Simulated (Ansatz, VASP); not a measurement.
**Two plane-wave programs on SrTl**

Contents of INCAR:

```
SYSTEM = SrTl
ALGO = Normal
EDIFF = 1E-7
EDIFFG = -0.001
ENCUT = 600
GGA = CA
IBRION = 2
ISIF = 3
ISMEAR = -1
LASPH = .True.
LCHARG = .False.
LREAL = .False.
LWAVE = .False.
NELM = 80
NSW = 80
PREC = Accurate
SIGMA = 0.15
```

The input KPOINTS:

```
k-points
0
Gamma
  10 10 10
  0 0 0
```

The input POSCAR:

```
SrTl
1.0
    3.9541334254      0.0000000000      0.0000000000
    0.0000000000      3.9541334254      0.0000000000
    0.0000000000      0.0000000000      3.9541334254
Sr Tl
1 1
Direct
    0.0000000000      0.0000000000      0.0000000000
    0.5000000000      0.5000000000      0.5000000000
```

Input for Ansatz:

```yaml
crystal:
  lattice:
    - [3.9541334254, 0.0, 0.0]
    - [0.0, 3.9541334254, 0.0]
    - [0.0, 0.0, 3.9541334254]
  atoms:
    - { symbol: Sr, position: [0.0, 0.0, 0.0] }
    - { symbol: Tl, position: [0.5, 0.5, 0.5] }
basis:
  ecutwfc: 420
kpoints:
  mp_grid: { grid: [10, 10, 10] }
hamiltonian:
  xc: lda
scf:
  occupations: { method: fermi_dirac, width: 0.15 }
output:
  forces: true
  stress: true
  eigenvalues: true
relax:
  adjacent_minimum: "off"
  f_tol: 0.001
  max_steps: 60
  cell: { stress_tol: 0.01 }
```

Alike in both runs: task relaxation of cell and atoms; functional LDA; k mesh 10 × 10 × 10; occupations fermi-dirac, width 0.15 eV; no spin polarisation.

|  | VASP | Ansatz |
| --- | --- | --- |
| version | VASP 6.6.1 | Ansatz 0.2.0 |
| potentials or method | VASP PAW LDA potentials, release 64 (Sr_sv, Tl_d), cutoff 600 eV | scalar-relativistic, plane waves, PAW |
| valence electrons in the cell | 23 | 23 |

Ansatz gave:

```
gap on the k mesh at the Fermi level, each at its own relaxed structure (eV)  : none
relaxed volume (Å³/atom)                                                      : 30.94
relaxed length of the cell vector where the two differ most in proportion (Å) : 3.955
```

Question: Which values does VASP return?

Answer: gap on the k mesh at the Fermi level, each at its own relaxed structure (eV): none; relaxed volume (Å³/atom): 31.07; relaxed length of the cell vector where the two differ most in proportion (Å): 3.961.

LDA's correlation is that of Perdew and Zunger in VASP and of Perdew and Wang (1992) in Ansatz. A gap of «none» marks a metal or a gap that the smearing closes.

Neither program's run includes spin-orbit coupling.
